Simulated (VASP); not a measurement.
A run of VASP 6.6.1 is set up as follows.

File INCAR:

```
SYSTEM = KNa
PREC     = Accurate       ! precision mode
ENCUT    = 520            ! plane-wave cutoff, eV
EDIFF    = 1E-7           ! SCF threshold, eV
ISMEAR   = 0              ! smearing method
SIGMA    = 0.1            ! smearing width, eV
LREAL    = .False.        ! projectors in reciprocal space
LASPH    = .True.         ! aspherical terms in the spheres
NELM     = 60             ! most SCF steps
ALGO     = Normal         ! electronic algorithm
ISIF     = 2              ! what is computed and relaxed
LWAVE    = .False.        ! write WAVECAR
LCHARG   = .True.         ! write CHGCAR
GGA      = PE             ! functional
LELF     = .True.         ! ELF
LVHAR    = .True.       
NBANDS   = 24             ! bands
```

KPOINTS

```
regular mesh
0
Gamma
  4 6 4
  0 0 0
```

POSCAR

```
KNa
1.0
    5.5436300478      0.0000000000      0.0000000000
    0.0000000000      3.6685787081      0.0000000000
    0.0000000000      0.0000000000      5.6600928640
K Na
2 2
Direct
    0.7500000000      0.0000000000      0.6870000000
    0.2500000000      0.0000000000      0.3130000000
    0.7500000000      0.5000000000      0.1880000000
    0.2500000000      0.5000000000      0.8120000000
```

Potentials or basis: VASP PAW PBE potentials, release 64 (K_sv, Na_pv).

The run is started by

```bash
$ cat potpaw_PBE.64/K_sv/POTCAR potpaw_PBE.64/Na_pv/POTCAR > POTCAR
$ mpirun -np 1 vasp_std > vasp.out
```

(1) Predict the pressure.

(2) What does it give for the band gap on the k mesh?

Answers

(1) 9.9 GPa.

(2) zero (bands 16 and 17 overlap by 1.63 eV).

Caveat: the cell stands under pressure.
